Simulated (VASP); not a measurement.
Input of a VASP 6.6.1 run:

The input INCAR:

```
SYSTEM = Yb
ALGO = Normal
EDIFF = 1E-6
ENCUT = 520
GGA = PE
ISIF = 2
ISMEAR = -1
ISPIN = 2
LASPH = .True.
LCHARG = .True.
LELF = .True.
LMAXMIX = 6
LORBIT = 11
LREAL = .False.
LVHAR = .True.
LWAVE = .False.
MAGMOM = 1.5
NBANDS = 22
NELM = 150
NUPDOWN = 1.5
PREC = Accurate
SIGMA = 0.05
```

KPOINTS

```
k-points
0
Gamma
  7 7 7
  0 0 0
```

Contents of POSCAR:

```
Yb
1.0
   -2.1514830000      2.1514830000      2.1514830000
    2.1514830000     -2.1514830000      2.1514830000
    2.1514830000      2.1514830000     -2.1514830000
Yb
1
Direct
    0.0000000000      0.0000000000      0.0000000000
```

Potentials or basis: VASP PAW PBE potentials, release 64 (Yb).

Launch:

```bash
$ cat potpaw_PBE.64/Yb/POTCAR > POTCAR
$ mpirun -np 1 vasp_std > vasp.out
```

Task: Estimate the pressure.

Result: -3.2 GPa.

Caveat: the cell stands under tension; the total moment is fixed, so each spin has its own Fermi level. The state reached can hang on the start; a lower one may exist.
